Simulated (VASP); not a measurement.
The system is HfS4.

```
Hf S
1.0
    -3.41697    3.41697    2.14363
     3.41697   -3.41697    2.14363
     3.41697    3.41697   -2.14363
Hf S
1 4
Direct
  0.00000 0.00000 0.00000
  0.40000 0.20000 0.60000
  0.20000 0.60000 0.80000
  0.60000 0.80000 0.40000
  0.80000 0.40000 0.20000
```

| Property | Result |
| --- | --- |
| Program | VASP 6.6.1 |
| Task | relaxation of cell and atoms |
| Functional | PBE |
| Potentials or basis | VASP PAW PBE potentials, release 64 (Hf_pv, S) |
| Cutoff | 600 eV |
| k mesh | 6 × 6 × 6 |
| Occupations | gaussian, width 0.1 eV |
| Spin | no spin polarisation |

At the start: pressure -14.7 GPa; volume 20.02 Å³/atom.

How do energy, volume and symmetry change on relaxing?

Over 24 steps the energy falls by 280.3 meV/atom and the volume is 16.74 Å³/atom (-16.4 %); space group I4/m (No. 87, to 0.05 Å).

Step by step:
| step | energy change (eV) | largest force (eV/Å) | pressure (GPa) | volume (Å³) |
| --- | --- | --- | --- | --- |
| 1 | 0.0000 | 0.8411 | -14.74 | 100.11 |
| 2 | -1.0065 | 0.3149 | 8.96 | 75.72 |
| 3 | -1.1344 | 0.5190 | 0.62 | 80.78 |
| 4 | -1.1779 | 0.3403 | 0.62 | 81.05 |
| 5 | -1.2161 | 0.1496 | 1.06 | 81.64 |
| 6 | -1.2168 | 0.1620 | 1.14 | 81.71 |
| 7 | -1.2278 | 0.2413 | -1.28 | 83.77 |
| 8 | -1.2278 | 0.2350 | -1.12 | 83.63 |
| 9 | -1.2386 | 0.2731 | -1.38 | 83.93 |
| 10 | -1.2757 | 0.3143 | -2.05 | 84.85 |
| 11 | -1.3329 | 0.2452 | -3.09 | 86.65 |
| 12 | -1.2834 | 0.2627 | -3.29 | 90.20 |
| 13 | -1.3431 | 0.2186 | -3.35 | 87.33 |
| 14 | -1.3585 | 0.1749 | -2.77 | 87.00 |
| 15 | -1.3829 | 0.0987 | -0.89 | 85.99 |
| 16 | -1.3831 | 0.1191 | -0.65 | 85.86 |
| 17 | -1.3831 | 0.1135 | -0.71 | 85.89 |
| 18 | -1.3845 | 0.1062 | -0.64 | 85.75 |
| 19 | -1.3875 | 0.0868 | -0.42 | 85.31 |
| 20 | -1.3890 | 0.0602 | 0.07 | 84.43 |
| 21 | -1.3891 | 0.0650 | -0.04 | 84.63 |
| 22 | -1.3907 | 0.0594 | -0.07 | 84.54 |
| 23 | -1.3951 | 0.0442 | -0.13 | 84.27 |
| 24 | -1.4016 | 0.0170 | -0.16 | 83.72 |

Final structure:
```cif
data_structure
_symmetry_space_group_name_H-M 'P 1'
_symmetry_Int_Tables_number 1
_cell_length_a 4.9084
_cell_length_b 4.9084
_cell_length_c 4.9084
_cell_angle_alpha 101.063
_cell_angle_beta 101.063
_cell_angle_gamma 128.042
_cell_volume 83.72
loop_
_atom_site_label
_atom_site_type_symbol
_atom_site_fract_x
_atom_site_fract_y
_atom_site_fract_z
_atom_site_occupancy
Hf1 Hf 0.00000 0.00000 0.00000 1
S1 S 0.41070 0.23458 0.64528 1
S2 S 0.23458 0.58930 0.82389 1
S3 S 0.58930 0.76542 0.35472 1
S4 S 0.76542 0.41070 0.17611 1
```

Caveat: the volume moved by over 15 % at a fixed basis, so the end points are rough.
